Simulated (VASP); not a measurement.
Here is a VASP 6.6.1 calculation.

The input INCAR:

```
SYSTEM = RbBr
ALGO = Normal
EDIFF = 1E-6
EDIFFG = -0.005
ENCUT = 600
GGA = PE
GGA_COMPAT = .False.
IBRION = 2
ISIF = 3
ISMEAR = -1
LASPH = .True.
LCHARG = .False.
LORBIT = 11
LORBMOM = .True.
LREAL = .False.
LSORBIT = .True.
LWAVE = .False.
MAGMOM = 0 0 0 0 0 0
NELM = 150
NSW = 80
PREC = Accurate
SIGMA = 0.05
```

File KPOINTS:

```
k-points
0
Gamma
  5 5 5
  0 0 0
```

The input POSCAR:

```
RbBr
1.0
    4.1260773000      0.0000000000      0.0000000000
    0.0000000000      4.1260773000      0.0000000000
    0.0000000000      0.0000000000      4.1260773000
Rb Br
1 1
Direct
    0.0000000000      0.0000000000      0.0000000000
    0.5000000000      0.5000000000      0.5000000000
```

Potentials or basis: VASP PAW PBE potentials, release 64 (Rb_sv, Br).

Run with:

```sh
$ cat potpaw_PBE.64/Rb_sv/POTCAR potpaw_PBE.64/Br/POTCAR > POTCAR
$ mpirun -np 1 vasp_ncl > vasp.out
```

Predict the relaxed volume.

37.04 Å³/atom.

What does it give for the relaxed cell?

a = 4.200 Å, b = 4.200 Å, c = 4.200 Å, α = 90.00°, β = 90.00°, γ = 90.00°.

Estimate the space group after relaxing (to 0.1 Å).

Pm-3m (No. 221).

Step by step:
```csv
step,energy change (eV),largest force (eV/Å),pressure (GPa),volume (Å³)
1,0.0000,0.0000,0.84,70.24
2,-0.0072,0.0000,0.40,72.12
3,-0.0096,0.0000,0.02,73.97
4,-0.0096,0.0000,0.01,74.09
```
